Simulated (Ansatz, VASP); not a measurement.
## PtSe2: VASP beside Ansatz

```
CELL_PARAMETERS angstrom
3.71731 0.00000 0.00000
-1.85865 3.21928 0.00000
0.00000 0.00000 5.82007
ATOMIC_POSITIONS crystal
Pt 0.00000 0.00000 0.00000
Se 0.66667 0.33333 0.77289
Se 0.33333 0.66667 0.22539
```

Alike in both runs: task single point; functional PBE; k mesh 8 × 8 × 5; occupations fermi-dirac, width 0.05 eV; no spin polarisation.

|  | VASP | Ansatz |
| --- | --- | --- |
| version | VASP 6.6.1 | Ansatz 0.2.0 |
| potentials or method | VASP PAW PBE potentials, release 64 (Pt, Se), cutoff 520 eV | all-electron LAPW, scalar-relativistic |

```tsv
	VASP	Ansatz	Ansatz less VASP
gap on the k mesh at the Fermi level (eV)	0.51	0.52	+0.013
least direct gap on the mesh (eV)	0.85	0.87	+0.016
rms of the force components (eV/Å)	0.050	0.050	+0.0001
```

Atom by atom the forces differ by 0.000 eV/Å (rms over components). Ansatz ran all-electron here, and VASP with PAW potentials.

Spin-orbit coupling is off throughout.
